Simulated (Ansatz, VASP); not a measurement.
## Two plane-wave programs on InSe

```xyz
4
Lattice="5.8264 -2.0546 0.0000 5.8264 2.0546 0.0000 -1.7232 0.0000 4.7236" Properties=species:S:1:pos:R:3 pbc="T T T"
In   10.2693    0.0000    0.2213
In   -0.3398    0.0000    4.5024
Se    6.5489    0.0000    3.1599
Se    3.3807    0.0000    1.5637
```

Alike in both runs: functional PBEsol; k mesh 6 × 6 × 5; occupations fermi-dirac, width 0.05 eV; no spin polarisation.

```csv
,VASP,Ansatz
version,VASP 6.6.1,Ansatz 0.2.0
potentials or method,"VASP PAW PBE potentials, release 64 (In_d, Se)",Ansatz PAW
plane-wave cutoff (eV),520,420
valence electrons in the cell,38,58
task,single point,band structure
```

```tsv
	VASP	Ansatz	Ansatz less VASP
gap on the k mesh at the Fermi level (eV)	1.27	1.28	+0.006
least direct gap on the mesh (eV)	1.42	1.42	+0.006
pressure (GPa)	-0.7	-0.8	-0.06
traceless stress, the component that is largest in VASP (GPa)	-0.37	-0.37	+0.003
rms of the force components (eV/Å)	0.083	0.074	-0.0088
```

VASP's potentials were made for PBE, not for PBEsol. Atom by atom the forces differ by 0.010 eV/Å (rms over components). The functional is the same, so the differences come from potentials, cutoffs and numerics. VASP's potentials hold 38 valence electrons a cell and Ansatz's 58, so a difference there can come from the potentials and not from the codes.

Noted on Ansatz's run: the k mesh misses the band edges, so the gap on the mesh is wider than the one along the path.
